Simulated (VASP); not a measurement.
Runs of VASP 6.6.1 on FeO. The structure is that of space group Fm-3m (No. 225), or close to it. The cells are those of the table. 

```tsv
level	potentials or basis	spin	cell	k mesh	cutoff (eV)	second run	gap on the mesh (eV)	pressure (GPa)	moment (μB)
BLYP	VASP PAW PBE potentials, release 64 (Fe, O)	collinear, ferromagnetic start	a = 3.048 Å, angles 60.0°, 2 atoms	6 × 6 × 6	600	-	none	7.0	4.00
PBE	VASP PAW PBE potentials, release 64 (Fe, O)	collinear, ferromagnetic start	a = 3.108 Å, angles 60.0°, 2 atoms	11 × 11 × 11	520	-	none	(a)	4.00
PBE	VASP PAW PBE potentials, release 64 (Fe_sv, O)	collinear, ferromagnetic start	a = 3.068 Å, angles 60.0°, 2 atoms	11 × 11 × 11	600	valence_matched	none	-6.0	4.00
PBE	VASP PAW PBE potentials, release 64 (Fe, O)	off	a = 3.048 Å, angles 60.0°, 2 atoms	11 × 11 × 11	520	-	none	-25.4	-
```

Alike in all rows: task single point; smearing fermi-dirac 0.05 eV.

Problem. Estimate the missing entries.

Solution. (a) -9.7.

Caveats: some runs use coarse meshes; semilocal functionals often make such compounds metallic where correlation or magnetic order opens a gap, which also shifts bond lengths; a cell with one magnetic atom can't hold antiferromagnetic order, which such compounds often take (some runs); the PAW data sets were made with another functional, which shifts forces and pressure a little (some runs).

A gap of «none» marks levels without a gap at the run's occupations.

The runs don't all hold the same shells in valence.
